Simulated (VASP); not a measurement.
# Zn3SeS2 (P3m1) in VASP: further runs

Aim: see how the results for Zn3SeS2 move with the level of theory and the settings. Levels: PBE, r2SCAN. Tasks: single point.

Everything below comes from runs of VASP 6.6.1. Logs are shortened: lines on timing, memory, paths and dates and some standing lists are left out, and cuts for length are marked.

## Step 1: The cell of the first run

The structure is trigonal, space group P3m1 (No. 156). The conventional cell has a = 3.877 Å, b = 3.877 Å, c = 9.506 Å, α = 90.00°, β = 90.00°, γ = 120.00°. Zn (site symmetry 3m) has 3 S at 2.36 Å and 1 Se at 2.45 Å within 3.1 Å. Within 3.1 Å of Zn (site symmetry 3m) lie 4 S at 2.34 to 2.36 Å. Within 3.1 Å of Zn (site symmetry 3m) lie 1 S at 2.33 Å and 3 Se at 2.42 Å. Se (site symmetry 3m) has 4 Zn at 2.42 to 2.45 Å within 3.2 Å. S (site symmetry 3m) has 4 Zn at 2.34 to 2.36 Å within 3.1 Å. Within 3.1 Å of S (site symmetry 3m) lie 4 Zn at 2.33 to 2.36 Å.

## Step 2: Single point, PBE (volume scaled by 0.97, then relaxed in part)

INCAR reads:

```
PREC = Accurate
ENCUT = 520
EDIFF = 1E-6
ISMEAR = 0
SIGMA = 0.02
LREAL = F
LASPH = T
NELM = 80
ALGO = Normal
ISIF = 2
LWAVE = F
LCHARG = F
GGA = PE
NBANDS = 36
```

KPOINTS reads:

```
regular mesh
0
Gamma
  12 12 4
```

POSCAR reads:

```
Zn3SeS2
1.0
    3.8769875102     -0.0000000286      0.0000000000
   -1.9384937304      3.3575696883      0.0000000000
    0.0000000000      0.0000000000      9.5061838943
Zn Se S
3 1 2
Direct
    0.0000000000      0.0000000000      0.0097819986
    0.6666666667      0.3333333333      0.3334022292
    0.3333333333      0.6666666667      0.6562818263
    0.0000000000      0.0000000000      0.7517745839
    0.6666666667      0.3333333333      0.0873827199
    0.3333333333      0.6666666667      0.4113756422
```

Potentials or basis: VASP PAW PBE potentials, release 64 (Zn, Se, S).

Started as:

```sh
$ cat potpaw_PBE.64/Zn/POTCAR potpaw_PBE.64/Se/POTCAR potpaw_PBE.64/S/POTCAR > POTCAR
$ mpirun -np 1 vasp_std > vasp.out
```

OUTCAR:

```text
PREC = Accurate
   ENCUT = 520
   EDIFF = 1E-6
   ISMEAR = 0
   LREAL = F
   LASPH = T
   NELM = 80
   ISIF = 2
   GGA = PE

 ion  position               nearest neighbor table
   1  0.000  0.000  0.010-   5 2.36   5 2.36   5 2.36   4 2.45
   2  0.667  0.333  0.333-   5 2.34   6 2.36   6 2.36   6 2.36
   3  0.333  0.667  0.656-   6 2.33   4 2.42   4 2.42   4 2.42
   4  0.000  0.000  0.752-   3 2.42   3 2.42   3 2.42   1 2.45
   5  0.667  0.333  0.087-   2 2.34   1 2.36   1 2.36   1 2.36
   6  0.333  0.667  0.411-   3 2.33   2 2.36   2 2.36   2 2.36

  LATTYP: Found a hexagonal cell.
 ALAT       =     3.8769875102
 C/A-ratio  =     2.4519511268

  Lattice vectors:

 A1 = (   3.8769875102,  -0.0000000286,   0.0000000000)
 A2 = (  -1.9384937304,   3.3575696883,   0.0000000000)
 A3 = (   0.0000000000,   0.0000000000,   9.5061838943)

Analysis of symmetry for initial positions (statically):
=====================================================================
 Subroutine PRICEL returns:
 Original cell was already a primitive cell.

 Routine SETGRP: Setting up the symmetry group for a
 hexagonal supercell.

 Subroutine GETGRP returns: Found  6 space group operations
 (whereof  6 operations were pure point group operations)
 out of a pool of 24 trial point group operations.

The static configuration has the point symmetry C_3v.

Analysis of symmetry for dynamics (positions and initial velocities):
=====================================================================
 Subroutine PRICEL returns:
 Original cell was already a primitive cell.

 Routine SETGRP: Setting up the symmetry group for a
 hexagonal supercell.

 Subroutine GETGRP returns: Found  6 space group operations
 (whereof  6 operations were pure point group operations)
 out of a pool of 24 trial point group operations.

The dynamic configuration has the point symmetry C_3v.

 Subroutine INISYM returns: Found  6 space group operations
 (whereof  6 operations are pure point group operations),
 and found     1 'primitive' translations

----------------------------------------------------------------------------------------

                                     Primitive cell

[... 90 lines left out ...]
   ISTART =      0    job   : 0-new  1-cont  2-samecut
   ICHARG =      2    charge: 1-file 2-atom 10-const
   ISPIN  =      1    spin polarized calculation?
   LNONCOLLINEAR =      F non collinear calculations
   LSORBIT =      F    spin-orbit coupling
   LASPH  =      T    aspherical Exc in radial PAW
   ENCUT  =  520.0 eV  38.22 Ry    6.18 a.u.   7.21  7.21 17.68*2*pi/ulx,y,z
   NELM   =     80;   NELMIN=  2; NELMDL= -5     # of ELM steps
   EDIFF  = 0.1E-05   stopping-criterion for ELM
   LREAL  =      F    real-space projection
   EDIFFG = 0.1E-04   stopping-criterion for IOM
   NSW    =      0    number of steps for IOM
   IBRION =     -1    ionic relax: 0-MD 1-quasi-New 2-CG
   NFREE  =      0    steps in history (QN), initial steepest desc. (CG)
   ISIF   =      2    stress and relaxation
   ISYM   =      2    0-nonsym 1-usesym 2-fastsym
   POTIM  = 0.5000    time-step for ionic-motion
   TEBEG  =    0.0;   TEEND  =   0.0 temperature during run
   PSTRESS=    0.0 pullay stress
   NELECT =      54.0000    total number of electrons
   NUPDOWN=      -1.0000    fix difference up-down
   EMIN   =  10.00;   EMAX   =-10.00  energy-range for DOS
   EFERMI =   0.00;   METHOD = LEGACY
   ISMEAR =     0;   SIGMA  =   0.02  broadening in eV -4-tet -1-fermi 0-gaus
   EFERMI_NEDOS =   21; number of points for ismear=-14 and -15
   IALGO  =     38    algorithm
   IMIX   =      4    mixing-type and parameters
     AMIX     =   0.40;   BMIX     =  1.00
     AMIX_MAG =   1.60;   BMIX_MAG =  1.00
  volume/ion in A,a.u.               =      20.62       139.18
  Fermi-wavevector in a.u.,A,eV,Ry     =   1.241741  2.346549 20.979090  1.541920
  Thomas-Fermi vector in A             =   2.376125
   LORBIT       =      0    0 simple, 1 ext, 2 COOP (PROOUT), +10 PAW based schemes
   GGA     = PE    functional components
   LHFCALC =     F    Hartree Fock is set to
   AEXX    =    0.0000 exact exchange contribution
   IVDW    =     0    specifies the selected vdW correction
   LEPSILON=     F    determine dielectric tensor
   LRPA    =     F    only Hartree local field effects (RPA)
 non-spin polarized calculation
 Gauss-broadening in eV      SIGMA  =   0.02
  energy-cutoff  :      520.00
  volume of cell :      123.74
 maximum number of plane-waves:      3375
 NGX is ok and might be reduce to    30
   NGX = 15   NGY = 15   NGZ = 35

 number of electron      53.9999992 magnetization

 Free energy of the ion-electron system (eV)
  ---------------------------------------------------
  ext. energy  EPLUGINS =         0.00000000
  ---------------------------------------------------
  free energy    TOTEN  =       -19.64098507 eV

  energy without entropy =      -19.64098507  energy(sigma->0) =      -19.64098507

 E-fermi :   2.3515     XC(G=0):  -9.5457

 val. band max:        2.2197415604   @ k =   0.0000   0.0000   0.0000
 cond. band min:       3.7698843295   @ k =   0.0000   0.0000   0.0000
 fundamental gap:      1.5501427691
 Fermi energy:         2.3514967214

 k-point     1 :       0.0000    0.0000    0.0000
  band No.  band energies     occupation
      1     -11.2404      2.00000
      2     -10.6092      2.00000
      3     -10.5959      2.00000
      4      -4.5053      2.00000
      5      -4.5053      2.00000
      6      -4.4832      2.00000
[... 925 lines left out ...]
     35       8.9352      0.00000
     36       9.1140      0.00000

 [... further k-points ...]
[... 5 lines left out ...]
  --------------------------------------------------------------------------------------
  -------------------------------------------------------------------------------------
  Total        1.7605911      1.7605911      1.7815058     -0.0000000      0.0000000      0.0000000
  in kB       22.7952014     22.7952014     23.0659947     -0.0000000      0.0000000      0.0000000
  external PRESSURE =      22.8854659 kB  Pullay stress =       0.0000000 kB

 VOLUME and BASIS-vectors are now :
 -----------------------------------------------------------------------------
  energy-cutoff  :      520.00
  volume of cell :      123.74
      direct lattice vectors                 reciprocal lattice vectors
     3.876987510 -0.000000029  0.000000000     0.257932222  0.148917235  0.000000000
    -1.938493730  3.357569688  0.000000000     0.000000002  0.297834475  0.000000000
     0.000000000  0.000000000  9.506183894     0.000000000  0.000000000  0.105194683

 POSITION                                       TOTAL-FORCE (eV/Angst)
 -----------------------------------------------------------------------------------
      0.00000      0.00000      0.09299        -0.000000      0.000000      0.008280
      1.93849      1.11919      3.16938         0.000000      0.000000      0.007945
      0.00000      2.23838      6.23874        -0.000000     -0.000000     -0.013667
      0.00000      0.00000      7.14651        -0.000000     -0.000000      0.009181
      1.93849      1.11919      0.83068         0.000000      0.000000     -0.008212
      0.00000      2.23838      3.91061         0.000000     -0.000000     -0.003528
 -----------------------------------------------------------------------------------
    total drift:                                0.000000      0.000001     -0.001496

  FREE ENERGIE OF THE ION-ELECTRON SYSTEM (eV)
  ---------------------------------------------------
  free  energy   TOTEN  =       -19.6409850732 eV

  energy  without entropy=      -19.6409850732  energy(sigma->0) =      -19.64098507
```

Run time: 4.6 min. Hardware: 1 thread of Intel Xeon Platinum 8259CL at 2.50GHz (Skylake/Cascade Lake), shared host; peak memory 0.43 GiB.

What came out:

| Quantity | Value |
| --- | --- |
| Free energy | -19.6410 eV |
| Pressure | 2.3 GPa |
| Largest force | 0.014 eV/Å |
| Band gap on the k mesh | 1.55 eV, direct |

Forces in eV/Å, atoms in the order of the input:
```
Zn   0.000  0.000  0.008
Zn   0.000  0.000  0.008
Zn   0.000  0.000 -0.014
Se   0.000  0.000  0.009
S    0.000  0.000 -0.008
S    0.000  0.000 -0.004
```

Levels at points of the mesh, in eV from the valence-band top:
```csv
k point,band 23,band 24,band 25,band 26,band 27,band 28,band 29,band 30,band 31,band 32
"(0.00, 0.00, 0.00)",-0.89,-0.89,-0.29,0.00,0.00,1.55,2.74,3.19,5.92,5.92
"(0.50, 0.00, 0.00)",-2.52,-2.21,-1.99,-1.73,-1.18,2.97,3.57,3.73,3.94,5.73
"(0.00, 0.00, 0.50)",-1.27,-0.77,-0.77,-0.07,-0.07,2.59,2.61,3.11,5.75,6.20
"(0.50, 0.00, 0.50)",-2.79,-2.42,-2.04,-1.13,-1.00,2.78,3.41,3.70,4.56,4.78
```

Caveat: the cell differs from its parent crystal (volume scaled by 0.97, then relaxed in part). A k mesh can miss the band edges.

## Step 3: Single point, PBE

This run uses another cell than the first one, of 21.26 Å³/atom, 1.031 times its volume.

INCAR reads:

```
PREC = Accurate
ENCUT = 520
EDIFF = 1E-7
ISMEAR = 0
SIGMA = 0.02
LREAL = False
LASPH = True
NELM = 60
ALGO = Normal
ISIF = 2
LWAVE = False
LCHARG = False
GGA = PE
NBANDS = 36
```

KPOINTS reads:

```
Automatic mesh
0
Gamma
  12 12 4
```

POSCAR reads:

```
Zn3SeS2
1.0
    3.9172798959     -0.0000000289      0.0000000000
   -1.9586399229      3.3924639180      0.0000000000
    0.0000000000      0.0000000000      9.5996207000
Zn Se S
3 1 2
Direct
    0.0000000000      0.0000000000      0.0095910000
    0.6666666667      0.3333333333      0.3334870000
    0.3333333333      0.6666666667      0.6565060000
    0.0000000000      0.0000000000      0.7514400000
    0.6666666667      0.3333333333      0.0874180000
    0.3333333333      0.6666666667      0.4115570000
```

Potentials or basis: VASP PAW PBE potentials, release 64 (Zn, Se, S).

Started as:

```sh
$ cat potpaw_PBE.64/Zn/POTCAR potpaw_PBE.64/Se/POTCAR potpaw_PBE.64/S/POTCAR > POTCAR
$ mpirun -np 1 vasp_std > vasp.out
```

OUTCAR:

```text
PREC = Accurate
   ENCUT = 520
   EDIFF = 1E-7
   ISMEAR = 0
   LREAL = False
   LASPH = True
   NELM = 60
   ISIF = 2
   GGA = PE

 ion  position               nearest neighbor table
   1  0.000  0.000  0.010-   5 2.38   5 2.38   5 2.38   4 2.48
   2  0.667  0.333  0.333-   5 2.36   6 2.38   6 2.38   6 2.38
   3  0.333  0.667  0.657-   6 2.35   4 2.44   4 2.44   4 2.44
   4  0.000  0.000  0.751-   3 2.44   3 2.44   3 2.44   1 2.48
   5  0.667  0.333  0.087-   2 2.36   1 2.38   1 2.38   1 2.38
   6  0.333  0.667  0.412-   3 2.35   2 2.38   2 2.38   2 2.38

  LATTYP: Found a hexagonal cell.
 ALAT       =     3.9172798959
 C/A-ratio  =     2.4505833015

  Lattice vectors:

 A1 = (   3.9172798959,  -0.0000000289,   0.0000000000)
 A2 = (  -1.9586399229,   3.3924639180,   0.0000000000)
 A3 = (   0.0000000000,   0.0000000000,   9.5996207000)

Analysis of symmetry for initial positions (statically):
=====================================================================
 Subroutine PRICEL returns:
 Original cell was already a primitive cell.

 Routine SETGRP: Setting up the symmetry group for a
 hexagonal supercell.

 Subroutine GETGRP returns: Found  6 space group operations
 (whereof  6 operations were pure point group operations)
 out of a pool of 24 trial point group operations.

The static configuration has the point symmetry C_3v.

Analysis of symmetry for dynamics (positions and initial velocities):
=====================================================================
 Subroutine PRICEL returns:
 Original cell was already a primitive cell.

 Routine SETGRP: Setting up the symmetry group for a
 hexagonal supercell.

 Subroutine GETGRP returns: Found  6 space group operations
 (whereof  6 operations were pure point group operations)
[... 123 lines left out ...]
   EMIN   =  10.00;   EMAX   =-10.00  energy-range for DOS
   EFERMI =   0.00;   METHOD = LEGACY
   ISMEAR =     0;   SIGMA  =   0.02  broadening in eV -4-tet -1-fermi 0-gaus
   EFERMI_NEDOS =   21; number of points for ismear=-14 and -15
   IALGO  =     38    algorithm
   IMIX   =      4    mixing-type and parameters
     AMIX     =   0.40;   BMIX     =  1.00
     AMIX_MAG =   1.60;   BMIX_MAG =  1.00
  volume/ion in A,a.u.               =      21.26       143.48
  Fermi-wavevector in a.u.,A,eV,Ry     =   1.229197  2.322845 20.557382  1.510925
  Thomas-Fermi vector in A             =   2.364093
   LORBIT       =      0    0 simple, 1 ext, 2 COOP (PROOUT), +10 PAW based schemes
   GGA     = PE    functional components
   LHFCALC =     F    Hartree Fock is set to
   AEXX    =    0.0000 exact exchange contribution
   IVDW    =     0    specifies the selected vdW correction
   LEPSILON=     F    determine dielectric tensor
   LRPA    =     F    only Hartree local field effects (RPA)
 non-spin polarized calculation
 Gauss-broadening in eV      SIGMA  =   0.02
  energy-cutoff  :      520.00
  volume of cell :      127.57
 maximum number of plane-waves:      3492
 NGX is ok and might be reduce to    30
   NGX = 15   NGY = 15   NGZ = 35

 number of electron      53.9999954 magnetization

 Free energy of the ion-electron system (eV)
  ---------------------------------------------------
  ext. energy  EPLUGINS =         0.00000000
  ---------------------------------------------------
  free energy    TOTEN  =       -19.67007551 eV

  energy without entropy =      -19.67007551  energy(sigma->0) =      -19.67007551

 E-fermi :   2.0872     XC(G=0):  -9.4042

 val. band max:        1.9390982339   @ k =   0.0000   0.0000   0.0000
 cond. band min:       3.3728543879   @ k =   0.0000   0.0000   0.0000
 fundamental gap:      1.4337561540
 Fermi energy:         2.0872194293

 k-point     1 :       0.0000    0.0000    0.0000
  band No.  band energies     occupation
      1     -11.3082      2.00000
      2     -10.7110      2.00000
      3     -10.7062      2.00000
      4      -4.6602      2.00000
      5      -4.6602      2.00000
      6      -4.6392      2.00000
[... 925 lines left out ...]
     35       8.6562      0.00000
     36       8.8270      0.00000

 [... further k-points ...]
[... 5 lines left out ...]
  --------------------------------------------------------------------------------------
  -------------------------------------------------------------------------------------
  Total        0.1267493      0.1267493      0.1592913      0.0000000      0.0000000     -0.0000000
  in kB        1.5918505      1.5918505      2.0005469      0.0000000      0.0000000     -0.0000000
  external PRESSURE =       1.7280826 kB  Pullay stress =       0.0000000 kB

 VOLUME and BASIS-vectors are now :
 -----------------------------------------------------------------------------
  energy-cutoff  :      520.00
  volume of cell :      127.57
      direct lattice vectors                 reciprocal lattice vectors
     3.917279896 -0.000000029  0.000000000     0.255279181  0.147385501  0.000000000
    -1.958639923  3.392463918  0.000000000     0.000000002  0.294771007  0.000000000
     0.000000000  0.000000000  9.599620700     0.000000000  0.000000000  0.104170782

 POSITION                                       TOTAL-FORCE (eV/Angst)
 -----------------------------------------------------------------------------------
      0.00000      0.00000      0.09207        -0.000000     -0.000000      0.009364
      1.95864      1.13082      3.20135        -0.000000      0.000000     -0.005078
      0.00000      2.26164      6.30221         0.000000     -0.000000     -0.008481
      0.00000      0.00000      7.21354         0.000000     -0.000000      0.003596
      1.95864      1.13082      0.83918        -0.000000     -0.000000     -0.000193
      0.00000      2.26164      3.95079         0.000000      0.000000      0.000792
 -----------------------------------------------------------------------------------
    total drift:                                0.000000      0.000001     -0.001296

  FREE ENERGIE OF THE ION-ELECTRON SYSTEM (eV)
  ---------------------------------------------------
  free  energy   TOTEN  =       -19.6700755064 eV

  energy  without entropy=      -19.6700755064  energy(sigma->0) =      -19.67007551
```

OSZICAR:

```text
N       E                     dE             d eps       ncg     rms          rms(c)
DAV:   1     0.405283359053E+03    0.40528E+03   -0.25121E+04  4968   0.176E+03
DAV:   2     0.278184333689E+02   -0.37746E+03   -0.36328E+03  4984   0.391E+02
DAV:   3    -0.191341509299E+02   -0.46953E+02   -0.46389E+02  5680   0.133E+02
DAV:   4    -0.207992455967E+02   -0.16651E+01   -0.16596E+01  5964   0.249E+01
DAV:   5    -0.208213370679E+02   -0.22091E-01   -0.22082E-01  5936   0.286E+00    0.103E+01
DAV:   6    -0.196698319999E+02    0.11515E+01   -0.24091E+00  7240   0.369E+01    0.791E+00
DAV:   7    -0.196856572878E+02   -0.15825E-01   -0.20843E+00  5484   0.678E+00    0.327E+00
DAV:   8    -0.196682428729E+02    0.17414E-01   -0.88611E-02  6548   0.386E+00    0.101E+00
DAV:   9    -0.196696773277E+02   -0.14345E-02   -0.25953E-02  6480   0.163E+00    0.407E-01
DAV:  10    -0.196697225666E+02   -0.45239E-04   -0.14833E-03  6976   0.524E-01    0.241E-01
DAV:  11    -0.196698878879E+02   -0.16532E-03   -0.37437E-04  6032   0.175E-01    0.110E-01
DAV:  12    -0.196700677981E+02   -0.17991E-03   -0.24057E-04  5388   0.242E-01    0.387E-02
DAV:  13    -0.196700716814E+02   -0.38833E-05   -0.32986E-05  6252   0.760E-02    0.331E-02
DAV:  14    -0.196700750652E+02   -0.33838E-05   -0.21357E-05  5588   0.475E-02    0.160E-02
DAV:  15    -0.196700754131E+02   -0.34793E-06   -0.63535E-06  6140   0.231E-02    0.396E-03
DAV:  16    -0.196700755064E+02   -0.93263E-07   -0.47616E-07  5524   0.827E-03
   1 F= -.19670076E+02 E0= -.19670076E+02  d E =-.591599E-28
```

Run time: 4.9 min. Hardware: 1 thread of Intel Xeon Platinum 8259CL at 2.50GHz (Skylake/Cascade Lake), shared host; peak memory 0.43 GiB.

Results:

| Property | Result |
| --- | --- |
| Free energy | -19.6701 eV |
| Pressure | 0.2 GPa |
| Largest force | 0.009 eV/Å |
| Band gap on the k mesh | 1.43 eV, direct |

Forces in eV/Å, atoms in the order of the input:
```
Zn   0.000  0.000  0.009
Zn   0.000  0.000 -0.005
Zn   0.000  0.000 -0.008
Se   0.000  0.000  0.004
S    0.000  0.000  0.000
S    0.000  0.000  0.001
```

[end of part 1 of 2]
